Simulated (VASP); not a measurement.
Here is a VASP 6.6.1 calculation.

File INCAR:

```
PREC = Accurate
ENCUT = 520
EDIFF = 1E-6
ISMEAR = -1
SIGMA = 0.03
LREAL = False
LASPH = True
NELM = 80
ALGO = Normal
ISIF = 2
LWAVE = False
LCHARG = False
GGA = PS
NBANDS = 11
```

File KPOINTS:

```
Automatic mesh
0
Gamma
  9 9 9
```

File POSCAR:

```
NaH
1.0
    0.0000000000      2.4400000000      2.4156000000
    2.4400000000      0.0000000000      2.4156000000
    2.4400000000      2.4400000000      0.0000000000
Na H
1 1
Direct
    0.0000000000      0.0000000000      0.0000000000
    0.5000000000      0.5000000000      0.5000000000
```

Potentials or basis: VASP PAW PBE potentials, release 64 (Na_pv, H).

Run with:

```bash
$ cat potpaw_PBE.64/Na_pv/POTCAR potpaw_PBE.64/H/POTCAR > POTCAR
$ mpirun -np 1 vasp_std > vasp.out
```

Q: What does it give for the pressure?

A: -1.0 GPa.

Q: What does it give for the band gap on the k mesh?

A: 3.82 eV (least direct gap 4.57 eV).

Stress tensor (GPa, compression positive):
```
-1.11  0.00  0.00
 0.00 -1.11  0.00
 0.00  0.00 -0.81
```

Caveat: the cell differs from its parent crystal (zz strain of -1 %); the PAW data sets were made with another functional, which shifts forces and pressure a little; an odd mesh through Γ misses points on the zone boundary, where band edges can lie.
